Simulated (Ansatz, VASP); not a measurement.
## Ga4AsN3 in VASP and in Ansatz

INCAR

```
SYSTEM = Ga4AsN3
PREC     = Accurate       ! precision mode
ENCUT    = 520            ! plane-wave cutoff, eV
EDIFF    = 1E-7           ! SCF threshold, eV
ISMEAR   = -1             ! smearing method
SIGMA    = 0.02           ! smearing width, eV
LREAL    = .FALSE.        ! projectors in reciprocal space
LASPH    = .TRUE.         ! aspherical terms in the spheres
NELM     = 60             ! most SCF steps
ALGO     = Normal         ! electronic algorithm
ISIF     = 2              ! what is computed and relaxed
LWAVE    = .FALSE.        ! write WAVECAR
LCHARG   = .FALSE.        ! write CHGCAR
GGA      = PE             ! functional
NBANDS   = 46             ! bands
```

File KPOINTS:

```
regular mesh
0
G
  8 8 8
  0 0 0
```

The input POSCAR:

```
Ga4AsN3
1.0
    1.6769630545      0.9681950709     11.3805602530
   -1.6769630545      0.9681950709     11.3805602530
    0.0000000000     -1.9363901419     11.3805602530
N As Ga
3 1 4
Direct
    0.0082851648      0.0082851648      0.0082851648
    0.7497166963      0.7497166963      0.7497166963
    0.4915475648      0.4915475648      0.4915475648
    0.2477216581      0.2477216581      0.2477216581
    0.6925121359      0.6925121359      0.6925121359
    0.4337179972      0.4337179972      0.4337179972
    0.1747652166      0.1747652166      0.1747652166
    0.9517335662      0.9517335662      0.9517335662
```

Input for Ansatz:

```yaml
crystal:
  lattice:
    - [1.6769630545, 0.9681950709, 11.380560253]
    - [-1.6769630545, 0.9681950709, 11.380560253]
    - [0.0, -1.9363901419, 11.380560253]
  atoms:
    - { symbol: "N", position: [0.0082851648, 0.0082851648, 0.0082851648] }
    - { symbol: "N", position: [0.7497166963, 0.7497166963, 0.7497166963] }
    - { symbol: "N", position: [0.4915475648, 0.4915475648, 0.4915475648] }
    - { symbol: As, position: [0.2477216581, 0.2477216581, 0.2477216581] }
    - { symbol: Ga, position: [0.6925121359, 0.6925121359, 0.6925121359] }
    - { symbol: Ga, position: [0.4337179972, 0.4337179972, 0.4337179972] }
    - { symbol: Ga, position: [0.1747652166, 0.1747652166, 0.1747652166] }
    - { symbol: Ga, position: [0.9517335662, 0.9517335662, 0.9517335662] }
kpoints:
  mp_grid: { grid: [8, 8, 8] }
hamiltonian:
  xc: pbe
scf:
  occupations: { method: fermi_dirac, width: 0.02 }
  n_extra_bands: 6
output:
  forces: true
  stress: true
  eigenvalues: true
```

Alike in both runs: task single point; functional PBE; k mesh 8 × 8 × 8; occupations fermi-dirac, width 0.02 eV; no spin polarisation.

|  | VASP | Ansatz |
| --- | --- | --- |
| version | VASP 6.6.1 | Ansatz 0.2.0 |
| potentials or method | VASP PAW PBE potentials, release 64 (N, As, Ga_d) | plane waves, PAW |
| plane-wave cutoff (eV) | 520 | 420 |
| valence electrons in the cell | 72 | 82 |

VASP gave:

| Item | Value |
| --- | --- |
| pressure (GPa) | 4.2 |
| traceless stress, the component that is largest in VASP (GPa) | 0.35 |
| rms of the force components (eV/Å) | 0.073 |

Which values does Ansatz return?

Pressure (GPa): 4.0; traceless stress, the component that is largest in VASP (GPa): 0.37; rms of the force components (eV/Å): 0.071.

Atom by atom the forces differ by 0.006 eV/Å (rms over components). VASP's potentials hold 72 valence electrons a cell and Ansatz's 82, so a difference there can come from the potentials and not from the codes.
